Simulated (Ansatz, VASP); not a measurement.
## ReBi in VASP and in Ansatz

INCAR

```
PREC = Accurate ; ENCUT = 520
EDIFF = 1E-6 ; ISMEAR = 0
SIGMA = 0.05 ; LREAL = F
LASPH = T ; NELM = 60
ALGO = Normal ; ISIF = 2
LWAVE = F ; LCHARG = F
GGA = PS ; NBANDS = 18
```

The input KPOINTS:

```
regular mesh
0
Gamma
  10 10 10
```

POSCAR

```
ReBi
1.0
    0.0000000000      3.1097581038      3.1097581038
    3.1097581038      0.0000000000      3.1097581038
    3.1097581038      3.1097581038      0.0000000000
Re Bi
1 1
Direct
    0.0000000000      0.0000000000      0.0000000000
    0.2500000000      0.2500000000      0.2500000000
```

Input for Ansatz:

```yaml
crystal:
  lattice:
    - [0.0, 3.1097581038, 3.1097581038]
    - [3.1097581038, 0.0, 3.1097581038]
    - [3.1097581038, 3.1097581038, 0.0]
  atoms:
    - { symbol: Re, position: [0.0, 0.0, 0.0] }
    - { symbol: Bi, position: [0.25, 0.25, 0.25] }
basis:
  ecutwfc: 420
  ecutrho_ratio: 4
kpoints:
  mp_grid: { grid: [10, 10, 10] }
hamiltonian:
  xc: pbesol
scf:
  occupations: { method: gaussian, width: 0.05 }
output:
  forces: true
  stress: true
  eigenvalues: true
  populations: true
```

Alike in both runs: task single point; functional PBEsol; k mesh 10 × 10 × 10; occupations gaussian, width 0.05 eV; no spin polarisation.

```csv
,VASP,Ansatz
version,VASP 6.6.1,Ansatz 0.2.0
potentials or method,"VASP PAW PBE potentials, release 64 (Re, Bi_d), cutoff 520 eV","scalar-relativistic, plane waves, PAW"
valence electrons in the cell,22,30
```

```csv
,VASP,Ansatz,Ansatz less VASP
gap on the k mesh at the Fermi level (eV),none,none,-
pressure (GPa),-3.4,-3.4,-0.01
```

VASP's potentials were made for PBE, not for PBEsol. A gap of «none» marks a metal or a gap that the smearing closes. VASP's potentials hold 22 valence electrons a cell and Ansatz's 30, so a difference there can come from the potentials and not from the codes.

Spin-orbit coupling is off throughout.
